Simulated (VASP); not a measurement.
Wanted: the native input for a VASP 6.6.1 run.

```
Task                   : single point
Functional             : PBE
Potentials or basis    : VASP PAW PBE potentials, release 64 (B, N)
Cutoff                 : 520 eV
k mesh                 : 6 × 6 × 6
Occupations            : gaussian, width 0.05 eV
Spin                   : no spin polarisation
Dipole correction      : no
Further INCAR settings : ALGO = Normal; EDIFF = 1e-06; NBANDS = 16
```

The structure of BN lies in POSCAR:

```
BN
1.0
    0.0000000000     -1.8123937734     -1.7882889362
   -1.7882889362      0.0000000000     -1.7882889362
    1.7882889362      1.8123937734     -3.5765778724
B N
2 2
Direct
   -0.0079968350      0.0356553883      0.0000000000
    0.5079968350      0.4643446117      0.5000000000
    0.3668163164      0.4114884879      0.8750000000
    0.8831836836      0.8385115121      0.3750000000
```

These files were run (other wordings do the same):

INCAR

```
ALGO = Normal
EDIFF = 1E-6
ENCUT = 520
GGA = PE
ISIF = 2
ISMEAR = 0
LASPH = True
LCHARG = True
LELF = True
LREAL = False
LVHAR = True
LWAVE = False
NBANDS = 16
NELM = 80
PREC = Accurate
SIGMA = 0.05
```

KPOINTS

```
k-points
0
Gamma
  6 6 6
```

Potentials or basis: VASP PAW PBE potentials, release 64 (B, N).

The run is started by

```bash
$ cat potpaw_PBE.64/B/POTCAR potpaw_PBE.64/N/POTCAR > POTCAR
$ mpirun -np 1 vasp_std > vasp.out
```

It gave:

| Quantity | Value |
| --- | --- |
| Pressure | 10.5 GPa |
| Largest force | 1.016 eV/Å |
| Band gap on the k mesh | 4.27 eV, indirect (least direct gap 6.20 eV) |

Caveat: the k points lie up to 0.48 Å⁻¹ apart; forces of over 1 eV/Å act on the atoms, so gaps and moduli don't describe the material at rest.

Wall time 22 s on 1 thread of Intel Xeon 6975P-C, on a shared host, peak memory 0.16 GiB.
